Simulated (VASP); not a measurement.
# MoSe3 (Pm-3m) in VASP: relaxation of cell and atoms with PBE

Aim: the relaxation of cell and atoms of MoSe3 with PBE.

All numbers are computed with VASP 6.6.1; they aren't measurements. Logs are shortened: lines on timing, memory, paths and dates and some standing lists are left out, and cuts for length are marked.

## (1) The cell of the first run

Symmetry: Pm-3m, No. 221, cubic system. Conventional cell: a = 4.279 Å, b = 4.279 Å, c = 4.279 Å, α = 90.00°, β = 90.00°, γ = 90.00°. Within 4.0 Å of Mo (site symmetry m-3m) lie 12 Se at 3.03 Å. Se (site symmetry 4/mmm) has 4 Mo at 3.03 Å and 8 Se at 3.03 Å within 4.0 Å.

## (2) Relaxation of cell and atoms, PBE, collinear spin

The input, INCAR:

```
ALGO = Normal
EDIFF = 1E-7
EDIFFG = -0.01
ENCUT = 500
GGA = PE
GGA_COMPAT = F
IBRION = 2
ISIF = 3
ISMEAR = 0
ISPIN = 2
LASPH = T
LCHARG = F
LMAXMIX = 4
LORBIT = 11
LREAL = F
LWAVE = F
MAGMOM = 2.73 0 0 0
NELM = 200
NELMIN = 4
NSW = 100
PREC = Accurate
SIGMA = 0.1
```

The input, KPOINTS:

```
k-points
0
Gamma
  12 12 12
```

The input, POSCAR:

```
MoSe3
1.0
    4.2785552827      0.0000000000      0.0000000000
    0.0000000000      4.2785552827      0.0000000000
    0.0000000000      0.0000000000      4.2785552827
Mo Se
1 3
Direct
    0.0000000000      0.0000000000      0.0000000000
    0.0000000000      0.5000000000      0.5000000000
    0.5000000000      0.0000000000      0.5000000000
    0.5000000000      0.5000000000      0.0000000000
```

Potentials or basis: VASP PAW PBE potentials, release 64 (Mo_sv, Se).

Command:

```
> cat potpaw_PBE.64/Mo_sv/POTCAR potpaw_PBE.64/Se/POTCAR > POTCAR
> mpirun -np 1 vasp_std > vasp.out
```

OUTCAR:

```text
EDIFF = 1E-7
   EDIFFG = -0.01
   ENCUT = 500
   GGA = PE
   IBRION = 2
   ISIF = 3
   ISMEAR = 0
   ISPIN = 2
   LASPH = T
   LORBIT = 11
   LREAL = F
   NELM = 200
   NELMIN = 4
   NSW = 100
   PREC = Accurate

 ion  position               nearest neighbor table
   1  0.000  0.000  0.000-   2 3.03   3 3.03   4 3.03   2 3.03   3 3.03   2 3.03   4 3.03   2 3.03
                             3 3.03   4 3.03   3 3.03   4 3.03
   2  0.000  0.500  0.500-   1 3.03   1 3.03   1 3.03   1 3.03
   3  0.500  0.000  0.500-   1 3.03   1 3.03   1 3.03   1 3.03
   4  0.500  0.500  0.000-   1 3.03   1 3.03   1 3.03   1 3.03

  LATTYP: Found a simple cubic cell.
 ALAT       =     4.2785552827

  Lattice vectors:

 A1 = (   4.2785552827,   0.0000000000,   0.0000000000)
 A2 = (   0.0000000000,   4.2785552827,   0.0000000000)
 A3 = (   0.0000000000,   0.0000000000,   4.2785552827)

Analysis of symmetry for initial positions (statically):
=====================================================================
 Subroutine PRICEL returns:
 Original cell was already a primitive cell.

 Routine SETGRP: Setting up the symmetry group for a
 simple cubic supercell.

 Subroutine GETGRP returns: Found 48 space group operations
 (whereof 48 operations were pure point group operations)
 out of a pool of 48 trial point group operations.

The static configuration has the point symmetry O_h .

Analysis of symmetry for dynamics (positions and initial velocities):
=====================================================================
 Subroutine PRICEL returns:
 Original cell was already a primitive cell.

 Routine SETGRP: Setting up the symmetry group for a
 simple cubic supercell.

 Subroutine GETGRP returns: Found 48 space group operations
 (whereof 48 operations were pure point group operations)
 out of a pool of 48 trial point group operations.

The dynamic configuration has the point symmetry O_h .

Analysis of structural, dynamic, and magnetic symmetry:
=====================================================================
 Subroutine PRICEL returns:
 Original cell was already a primitive cell.

 Routine SETGRP: Setting up the symmetry group for a
 simple cubic supercell.

 Subroutine GETGRP returns: Found 48 space group operations
[... 119 lines left out ...]
   NUPDOWN=      -1.0000    fix difference up-down
   EMIN   =  10.00;   EMAX   =-10.00  energy-range for DOS
   EFERMI =   0.00;   METHOD = LEGACY
   ISMEAR =     0;   SIGMA  =   0.10  broadening in eV -4-tet -1-fermi 0-gaus
   EFERMI_NEDOS =   21; number of points for ismear=-14 and -15
   IALGO  =     38    algorithm
   IMIX   =      4    mixing-type and parameters
     AMIX     =   0.40;   BMIX     =  1.00
     AMIX_MAG =   1.60;   BMIX_MAG =  1.00
  volume/ion in A,a.u.               =      19.58       132.14
  Fermi-wavevector in a.u.,A,eV,Ry     =   1.214771  2.295584 20.077683  1.475668
  Thomas-Fermi vector in A             =   2.350180
   LORBIT       =     11    0 simple, 1 ext, 2 COOP (PROOUT), +10 PAW based schemes
   GGA     = PE    functional components
   LHFCALC =     F    Hartree Fock is set to
   AEXX    =    0.0000 exact exchange contribution
   IVDW    =     0    specifies the selected vdW correction
   LEPSILON=     F    determine dielectric tensor
   LRPA    =     F    only Hartree local field effects (RPA)
 conjugate gradient relaxation of ions
 spin polarized calculation
 Gauss-broadening in eV      SIGMA  =   0.10
  energy-cutoff  :      500.00
  volume of cell :       78.32
 maximum number of plane-waves:      2008
 NGX is ok and might be reduce to    32
   NGX = 15   NGY = 15   NGZ = 15

--------------------------------------- Ionic step        1  -------------------------------------------

 number of electron      31.9999999 magnetization       2.4053751

 Free energy of the ion-electron system (eV)
  ---------------------------------------------------
  ext. energy  EPLUGINS =         0.00000000
  ---------------------------------------------------
  free energy    TOTEN  =       -18.19648092 eV

  energy without entropy =      -18.18145082  energy(sigma->0) =      -18.18896587

------------------------ aborting loop because EDIFF is reached ----------------------------------------

  FORCE on cell =-STRESS in cart. coord.  units (eV):
  Direction    XX          YY          ZZ          XY          YZ          ZX
  --------------------------------------------------------------------------------------
  -------------------------------------------------------------------------------------
  Total       -0.2248940     -0.2248940     -0.2248940     -0.0000000     -0.0000000      0.0000000
  in kB       -4.6004139     -4.6004139     -4.6004139     -0.0000000     -0.0000000      0.0000000
  external PRESSURE =      -4.6004139 kB  Pullay stress =       0.0000000 kB
[... 63 lines left out ...]
--------------------------------------- Ionic step        3  -------------------------------------------

 number of electron      31.9999999 magnetization       2.3798840

 Free energy of the ion-electron system (eV)
  ---------------------------------------------------
  ext. energy  EPLUGINS =         0.00000000
  ---------------------------------------------------
  free energy    TOTEN  =       -18.19723350 eV

  energy without entropy =      -18.18195111  energy(sigma->0) =      -18.18959231

 E-fermi :   7.4633     XC(G=0): -11.0861

 val. band max:        7.4625239330   @ k =   0.4167   0.1667   0.1667
 cond. band min:       7.4638224091   @ k =   0.1667   0.1667   0.0833
 fundamental gap:      0.0012984761
 Fermi energy:         7.4633466139

 spin component 1

 k-point     1 :       0.0000    0.0000    0.0000
  band No.  band energies     occupation
      1     -54.6308      1.00000
      2     -28.7851      1.00000
      3     -28.7851      1.00000
      4     -28.7851      1.00000
      5      -8.7248      1.00000
      6      -4.6498      1.00000
[... 565 lines left out ...]
     20       8.6865      0.00000
     21       9.1114      0.00000

 [... further k-points ...]

 spin component 2

 k-point     1 :       0.0000    0.0000    0.0000
  band No.  band energies     occupation
      1     -53.1124      1.00000
      2     -27.1041      1.00000
      3     -27.1041      1.00000
      4     -27.1041      1.00000
      5      -8.7722      1.00000
      6      -4.7466      1.00000
[... 598 lines left out ...]
  FREE ENERGIE OF THE ION-ELECTRON SYSTEM (eV)
  ---------------------------------------------------
  free  energy   TOTEN  =       -18.1972335039 eV

  energy  without entropy=      -18.1819511141  energy(sigma->0) =      -18.18959231

 reached required accuracy - stopping structural energy minimisation

 total charge

# of ion       s       p       d       tot
------------------------------------------
    1        2.172   6.039   3.849  12.061
    2        1.532   2.116   0.058   3.707
    3        1.532   2.116   0.058   3.707
    4        1.532   2.116   0.058   3.707
--------------------------------------------------
tot          6.770  12.388   4.023  23.181

 magnetization (x)

# of ion       s       p       d       tot
------------------------------------------
    1        0.048   0.024   2.261   2.333
    2        0.007  -0.103   0.008  -0.088
    3        0.007  -0.103   0.008  -0.088
    4        0.007  -0.103   0.008  -0.088
--------------------------------------------------
tot          0.068  -0.285   2.285   2.069
```

OSZICAR:

```text
N       E                     dE             d eps       ncg     rms          rms(c)
DAV:   1     0.208558553163E+03    0.20856E+03   -0.14997E+04  7200   0.134E+03
DAV:   2    -0.668955573129E+01   -0.21525E+03   -0.20666E+03  8538   0.316E+02
[... 29 lines left out ...]
DAV:   2    -0.181981152773E+02   -0.18542E-03   -0.62586E-03  7631   0.516E-01    0.248E-01
DAV:   3    -0.181972665151E+02    0.84876E-03   -0.20567E-03  7786   0.245E-01    0.362E-02
DAV:   4    -0.181972340705E+02    0.32445E-04   -0.26829E-04  7321   0.105E-01    0.146E-02
DAV:   5    -0.181972346354E+02   -0.56487E-06   -0.56785E-06  8612   0.151E-02    0.860E-03
DAV:   6    -0.181972342727E+02    0.36266E-06   -0.22084E-07  5855   0.296E-03    0.570E-03
DAV:   7    -0.181972335489E+02    0.72385E-06   -0.16353E-07  5256   0.261E-03    0.982E-04
DAV:   8    -0.181972335039E+02    0.44931E-07   -0.29788E-08  3633   0.104E-03
   3 F= -.18197234E+02 E0= -.18189592E+02  d E =-.752583E-03  mag=     2.3799
```

CONTCAR:

```text
MoSe3
   1.00000000000000
     4.2690417695346721   -0.0000000000000000    0.0000000000000000
    -0.0000000000000000    4.2690417695346721   -0.0000000000000000
    -0.0000000000000000   -0.0000000000000000    4.2690417695346721
  Mo              Se
     1     3
Direct
     0.0000000000000000    0.0000000000000000    0.0000000000000000
     0.0000000000000000    0.5000000000000000    0.5000000000000000
     0.5000000000000000    0.0000000000000000    0.5000000000000000
     0.5000000000000000    0.5000000000000000    0.0000000000000000

  0.00000000E+00  0.00000000E+00  0.00000000E+00
  0.00000000E+00  0.00000000E+00  0.00000000E+00
  0.00000000E+00  0.00000000E+00  0.00000000E+00
  0.00000000E+00  0.00000000E+00  0.00000000E+00
```

It took 6.7 min on 1 thread of Oxide Virtual Turin-like, shared host; peak memory 0.31 GiB.

What came out:

* Free energy: -18.1972 eV
* Relaxed volume: 19.45 Å³/atom
* Relaxed cell: a = 4.269 Å, b = 4.269 Å, c = 4.269 Å, α = 90.00°, β = 90.00°, γ = 90.00°
* Space group after relaxing (to 0.1 Å): Pm-3m (No. 221)
* Energy gained by relaxing: 0.2 meV/atom
* Ionic steps: 3
* Pressure after relaxing: 0.0 GPa
* Net moment: 2.38 μB per cell
* Site moments: Mo +2.33; Se -0.09 μB
* Valence electrons inside the program's atomic spheres: Mo 12.06; Se 3.71

Step by step:
```tsv
step	energy change (eV)	largest force (eV/Å)	pressure (GPa)	volume (Å³)
1	0.0000	0.0000	-0.46	78.32
2	-0.0007	0.0000	0.10	77.69
3	-0.0008	0.0000	0.00	77.80
```

Final structure:
```
CELL_PARAMETERS angstrom
4.26904 0.00000 0.00000
0.00000 4.26904 0.00000
0.00000 0.00000 4.26904
ATOMIC_POSITIONS crystal
Mo 0.00000 0.00000 0.00000
Se 0.00000 0.50000 0.50000
Se 0.50000 0.00000 0.50000
Se 0.50000 0.50000 0.00000
```
